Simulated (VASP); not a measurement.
# ZnCd3Se3S (R3m) in VASP: a series of runs, part 2 of 3

VASP 6.6.1. Earlier steps stand in the parts before.

### 3 Single point, PBE

This run uses another cell than the first one, of 27.12 Å³/atom, 1.136 times its volume.

File INCAR:

```
PREC = Accurate ; ENCUT = 520
EDIFF = 1E-6 ; ISMEAR = 0
SIGMA = 0.02 ; LREAL = F
LASPH = T ; NELM = 80
ALGO = Normal ; ISIF = 2
LWAVE = F ; LCHARG = F
GGA = PE ; NBANDS = 46
```

File KPOINTS:

```
regular mesh
0
Gamma
  6 6 6
```

File POSCAR:

```
ZnCd3Se3S
1.0
    4.2556492696      2.4570002514      3.4586335721
   -4.2556492696      2.4570002514      3.4586335721
    0.0000000000     -4.9140005027      3.4586335721
Zn Cd Se S
1 3 3 1
Direct
    0.9919249944      0.9919249944      0.9919249944
    0.5064592031      0.9960357053      0.5064592031
    0.9960357053      0.5064592031      0.5064592031
    0.5064592031      0.5064592031      0.9960357053
    0.2374936694      0.7624224457      0.2374936694
    0.7624224457      0.2374936694      0.2374936694
    0.2374936694      0.2374936694      0.7624224457
    0.7617311096      0.7617311096      0.7617311096
```

Potentials or basis: VASP PAW PBE potentials, release 64 (Zn, Cd, Se, S).

The run is started by

```console
$ cat potpaw_PBE.64/Zn/POTCAR potpaw_PBE.64/Cd/POTCAR potpaw_PBE.64/Se/POTCAR potpaw_PBE.64/S/POTCAR > POTCAR
$ mpirun -np 1 vasp_std > vasp.out
```

OUTCAR:

```text
PREC = Accurate
   ENCUT = 520
   EDIFF = 1E-6
   ISMEAR = 0
   LREAL = F
   LASPH = T
   NELM = 80
   ISIF = 2
   GGA = PE

 ion  position               nearest neighbor table
   1  0.992  0.992  0.992-   8 2.39   6 2.50   5 2.50   7 2.50
   2  0.506  0.996  0.506-   8 2.59   7 2.66   6 2.66   5 2.67
   3  0.996  0.506  0.506-   8 2.59   7 2.66   5 2.66   6 2.67
   4  0.506  0.506  0.996-   8 2.59   6 2.66   5 2.66   7 2.67
   5  0.237  0.762  0.237-   1 2.50   4 2.66   3 2.66   2 2.67
   6  0.762  0.237  0.237-   1 2.50   4 2.66   2 2.66   3 2.67
   7  0.237  0.237  0.762-   1 2.50   2 2.66   3 2.66   4 2.67
   8  0.762  0.762  0.762-   1 2.39   2 2.59   3 2.59   4 2.59

  LATTYP: Found a trigonal (rhomboedric) cell.
 ALAT       =     6.0091219930
 COS(alpha) =    -0.0030893294

  Lattice vectors:

 A1 = (   4.2556492696,   2.4570002514,   3.4586335721)
 A2 = (  -4.2556492696,   2.4570002514,   3.4586335721)
 A3 = (   0.0000000000,  -4.9140005027,   3.4586335721)

Analysis of symmetry for initial positions (statically):
=====================================================================
 Subroutine PRICEL returns:
 Original cell was already a primitive cell.

 Routine SETGRP: Setting up the symmetry group for a
 trigonal (rhombohedral) supercell.

 Subroutine GETGRP returns: Found  6 space group operations
 (whereof  6 operations were pure point group operations)
 out of a pool of 12 trial point group operations.

The static configuration has the point symmetry C_3v.

Analysis of symmetry for dynamics (positions and initial velocities):
=====================================================================
 Subroutine PRICEL returns:
 Original cell was already a primitive cell.

 Routine SETGRP: Setting up the symmetry group for a
 trigonal (rhombohedral) supercell.

 Subroutine GETGRP returns: Found  6 space group operations
 (whereof  6 operations were pure point group operations)
 out of a pool of 12 trial point group operations.

The dynamic configuration has the point symmetry C_3v.

 Subroutine INISYM returns: Found  6 space group operations
 (whereof  6 operations are pure point group operations),
 and found     1 'primitive' translations

----------------------------------------------------------------------------------------

                                     Primitive cell

  volume of cell :     216.9836

  direct lattice vectors                    reciprocal lattice vectors
     4.255649270  2.457000251  3.458633572     0.117490885  0.067833394  0.096377175
    -4.255649270  2.457000251  3.458633572    -0.117490885  0.067833394  0.096377175
     0.000000000 -4.914000503  3.458633572     0.000000000 -0.135666788  0.096377175

  length of vectors
     6.009121993  6.009121993  6.009121993     0.166415256  0.166415256  0.166415256

  position of ions in fractional coordinates (direct lattice)
     0.991924994  0.991924994  0.991924994
     0.506459203  0.996035705  0.506459203
     0.996035705  0.506459203  0.506459203
     0.506459203  0.506459203  0.996035705
     0.237493669  0.762422446  0.237493669
[... 37 lines left out ...]
 ===========================================

 Found     32 irreducible k-points:

 Following reciprocal coordinates:
            Coordinates               Weight
  0.000000  0.000000  0.000000      1.000000
  0.166667  0.000000 -0.000000      6.000000
  0.333333 -0.000000  0.000000      6.000000
  0.500000 -0.000000 -0.000000      3.000000
  0.166667  0.166667 -0.000000      6.000000
  0.333333  0.166667  0.000000     12.000000
[... 16 lines left out ...]
  0.500000  0.500000  0.166667      6.000000
 -0.333333  0.500000  0.166667     12.000000
 [... further k-points ...]
   k-points           NKPTS =     32   k-points in BZ     NKDIM =     32   number of bands    NBANDS=     46
   number of dos      NEDOS =    301   number of ions     NIONS =      8
   total plane-waves  NPLWV = 110592
   dimension x,y,z NGX =    48 NGY =   48 NGZ =   48
   dimension x,y,z NGXF=    96 NGYF=   96 NGZF=   96
   ions per type =               1   3   3   1
   NGX,Y,Z   is equivalent  to a cutoff of  13.28, 13.28, 13.28 a.u.
   NGXF,Y,Z  is equivalent  to a cutoff of  26.56, 26.56, 26.56 a.u.
 SYSTEM =  unknown system
   PREC   = accura    normal or accurate (medium, high low for compatibility)
   ISTART =      0    job   : 0-new  1-cont  2-samecut
   ICHARG =      2    charge: 1-file 2-atom 10-const
   ISPIN  =      1    spin polarized calculation?
   LNONCOLLINEAR =      F non collinear calculations
   LSORBIT =      F    spin-orbit coupling
   LASPH  =      T    aspherical Exc in radial PAW
   ENCUT  =  520.0 eV  38.22 Ry    6.18 a.u.  11.17 11.17 11.17*2*pi/ulx,y,z
   NELM   =     80;   NELMIN=  2; NELMDL= -5     # of ELM steps
   EDIFF  = 0.1E-05   stopping-criterion for ELM
   LREAL  =      F    real-space projection
   EDIFFG = 0.1E-04   stopping-criterion for IOM
   NSW    =      0    number of steps for IOM
   IBRION =     -1    ionic relax: 0-MD 1-quasi-New 2-CG
   NFREE  =      0    steps in history (QN), initial steepest desc. (CG)
   ISIF   =      2    stress and relaxation
   ISYM   =      2    0-nonsym 1-usesym 2-fastsym
   POTIM  = 0.5000    time-step for ionic-motion
   TEBEG  =    0.0;   TEEND  =   0.0 temperature during run
   PSTRESS=    0.0 pullay stress
   NELECT =      72.0000    total number of electrons
   NUPDOWN=      -1.0000    fix difference up-down
   EMIN   =  10.00;   EMAX   =-10.00  energy-range for DOS
   EFERMI =   0.00;   METHOD = LEGACY
   ISMEAR =     0;   SIGMA  =   0.02  broadening in eV -4-tet -1-fermi 0-gaus
   EFERMI_NEDOS =   21; number of points for ismear=-14 and -15
   IALGO  =     38    algorithm
   IMIX   =      4    mixing-type and parameters
     AMIX     =   0.40;   BMIX     =  1.00
     AMIX_MAG =   1.60;   BMIX_MAG =  1.00
  volume/ion in A,a.u.               =      27.12       183.03
  Fermi-wavevector in a.u.,A,eV,Ry     =   1.133383  2.141783 17.477461  1.284557
  Thomas-Fermi vector in A             =   2.270086
   LORBIT       =      0    0 simple, 1 ext, 2 COOP (PROOUT), +10 PAW based schemes
   GGA     = PE    functional components
   LHFCALC =     F    Hartree Fock is set to
   AEXX    =    0.0000 exact exchange contribution
   IVDW    =     0    specifies the selected vdW correction
   LEPSILON=     F    determine dielectric tensor
   LRPA    =     F    only Hartree local field effects (RPA)
 non-spin polarized calculation
 Gauss-broadening in eV      SIGMA  =   0.02
  energy-cutoff  :      520.00
  volume of cell :      216.98
 maximum number of plane-waves:      5874
 NGX is ok and might be reduce to    48
   NGX = 23   NGY = 23   NGZ = 23

 number of electron      71.9999997 magnetization

 Free energy of the ion-electron system (eV)
  ---------------------------------------------------
  ext. energy  EPLUGINS =         0.00000000
  ---------------------------------------------------
  free energy    TOTEN  =       -23.11234164 eV

  energy without entropy =      -23.11234164  energy(sigma->0) =      -23.11234164

 E-fermi :   0.9834     XC(G=0):  -8.8532

 val. band max:        0.8521573535   @ k =   0.0000   0.0000   0.0000
 cond. band min:       1.5528462724   @ k =   0.0000   0.0000   0.0000
 fundamental gap:      0.7006889189
 Fermi energy:         0.9833655189

 k-point     1 :       0.0000    0.0000    0.0000
  band No.  band energies     occupation
      1     -11.6151      2.00000
      2     -11.0233      2.00000
      3     -11.0233      2.00000
      4     -11.0125      2.00000
      5      -6.8814      2.00000
      6      -6.8814      2.00000
[... 1165 lines left out ...]
     45       7.3472      0.00000
     46       7.4874      0.00000

 [... further k-points ...]
[... 5 lines left out ...]
  --------------------------------------------------------------------------------------
  -------------------------------------------------------------------------------------
  Total        0.3329002      0.3329002      0.3385500      0.0000000      0.0000000      0.0000000
  in kB        2.4580902      2.4580902      2.4998075      0.0000000      0.0000000      0.0000000
  external PRESSURE =       2.4719960 kB  Pullay stress =       0.0000000 kB

 VOLUME and BASIS-vectors are now :
 -----------------------------------------------------------------------------
  energy-cutoff  :      520.00
  volume of cell :      216.98
      direct lattice vectors                 reciprocal lattice vectors
     4.255649270  2.457000251  3.458633572     0.117490885  0.067833394  0.096377175
    -4.255649270  2.457000251  3.458633572    -0.117490885  0.067833394  0.096377175
     0.000000000 -4.914000503  3.458633572     0.000000000 -0.135666788  0.096377175

 POSITION                                       TOTAL-FORCE (eV/Angst)
 -----------------------------------------------------------------------------------
      0.00000      0.00000     10.29212         0.000000     -0.000000     -0.000728
     -2.08347      1.20289      6.94824        -0.001047      0.000604      0.001021
      2.08347      1.20289      6.94824         0.001047      0.000604      0.001021
      0.00000     -2.40578      6.94824         0.000000     -0.001209      0.001021
     -2.23391      1.28975      4.27975        -0.012558      0.007250     -0.005303
      2.23391      1.28975      4.27975         0.012558      0.007250     -0.005303
      0.00000     -2.57950      4.27975         0.000000     -0.014501     -0.005303
      0.00000      0.00000      7.90365         0.000000      0.000000      0.013574
 -----------------------------------------------------------------------------------
    total drift:                                0.000000     -0.000015     -0.002053

  FREE ENERGIE OF THE ION-ELECTRON SYSTEM (eV)
  ---------------------------------------------------
  free  energy   TOTEN  =       -23.1123416392 eV

  energy  without entropy=      -23.1123416392  energy(sigma->0) =      -23.11234164
```

It took 5.2 min on 1 thread of Intel Xeon 6975P-C, shared host; peak memory 0.53 GiB.

What came out:

```yaml
Free_energy: -23.1123 eV
Pressure: 0.2 GPa
Largest_force: 0.015 eV/Å
Band_gap_on_the_k_mesh: 0.70 eV, direct
```

Forces in eV/Å, atoms in the order of the input:
```
Zn   0.000  0.000 -0.001
Cd  -0.001  0.001  0.001
Cd   0.001  0.001  0.001
Cd   0.000 -0.001  0.001
Se  -0.013  0.007 -0.005
Se   0.013  0.007 -0.005
Se   0.000 -0.015 -0.005
S    0.000  0.000  0.014
```

Expect the measured gap to be larger: semilocal functionals such as PBE lack the derivative discontinuity.

(Part 2 of 3 ends here.)
